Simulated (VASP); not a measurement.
Set up this calculation in VASP 6.6.1, as the native input.

```
Task                    : density of states
Functional              : PBEsol
Potentials or basis     : VASP PAW PBE potentials, release 64 (Ca_sv, B)
Cutoff                  : 520 eV
k mesh                  : 12 × 12 × 8
Occupations             : gaussian, width 0.05 eV
Spin                    : no spin polarisation
Dipole correction       : no
k mesh for the DOS      : 18 × 18 × 12
Occupations for the DOS : tetrahedron
Further INCAR settings  : ALGO = Normal; EDIFF = 1e-07
```

The system is CaB2.

```
Ca B
1.0
     3.19957    0.00000    0.00000
    -1.59978    2.77091    0.00000
     0.00000    0.00000    4.02441
Ca B
1 2
Direct
  0.00000 0.00000 0.00000
  0.33333 0.66667 0.50000
  0.66667 0.33333 0.50000
```

These files were run (other wordings do the same):

POSCAR

```
CaB2
1.0
    3.1995665179      0.0000000000      0.0000000000
   -1.5997832589      2.7709058856      0.0000000000
    0.0000000000      0.0000000000      4.0244130540
Ca B
1 2
Direct
    0.0000000000      0.0000000000      0.0000000000
    0.3333333333      0.6666666667      0.5000000000
    0.6666666667      0.3333333333      0.5000000000
```

INCAR.step1

```
PREC     = Accurate       # precision mode
ENCUT    = 520            # plane-wave cutoff, eV
EDIFF    = 1E-7           # SCF threshold, eV
ISMEAR   = 0              # smearing method
SIGMA    = 0.05           # smearing width, eV
LREAL    = F              # projectors in reciprocal space
LASPH    = T              # aspherical terms in the spheres
NELM     = 60             # most SCF steps
ALGO     = Normal         # electronic algorithm
ISIF     = 2              # what is computed and relaxed
LWAVE    = F              # write WAVECAR
LCHARG   = T              # write CHGCAR
GGA      = PS             # functional
NBANDS   = 15             # bands
```

KPOINTS.step1

```
Automatic mesh
0
Gamma
  12 12 8
```

INCAR.step2

```
PREC     = Accurate       # precision mode
ENCUT    = 520            # plane-wave cutoff, eV
EDIFF    = 1E-7           # SCF threshold, eV
ISMEAR   = -5             # smearing method
SIGMA    = 0.05           # smearing width, eV
LREAL    = F              # projectors in reciprocal space
LASPH    = T              # aspherical terms in the spheres
NELM     = 60             # most SCF steps
ALGO     = Normal         # electronic algorithm
ISIF     = 2              # what is computed and relaxed
LWAVE    = F              # write WAVECAR
LCHARG   = F              # write CHGCAR
GGA      = PS             # functional
LORBIT   = 10             # projections on sites
NEDOS    = 1001           # points of the DOS
ICHARG   = 11             # starting density
```

KPOINTS.step2

```
Automatic mesh
0
Gamma
  18 18 12
```

Potentials or basis: VASP PAW PBE potentials, release 64 (Ca_sv, B).

The run is started by

```sh
$ cat potpaw_PBE.64/Ca_sv/POTCAR potpaw_PBE.64/B/POTCAR > POTCAR
$ cp INCAR.step1 INCAR
$ cp KPOINTS.step1 KPOINTS
$ mpirun -np 1 vasp_std > vasp.out
$ cp INCAR.step2 INCAR
$ cp KPOINTS.step2 KPOINTS
$ mpirun -np 1 vasp_std > vasp.out
```

Results of the run:

```json
{"Valence electrons inside the program's atomic spheres": "Ca 8.32; B 1.80"}
```

Wall time 77 s on 1 thread of Intel Xeon 6975P-C, with other jobs on the host, peak memory 0.24 GiB.
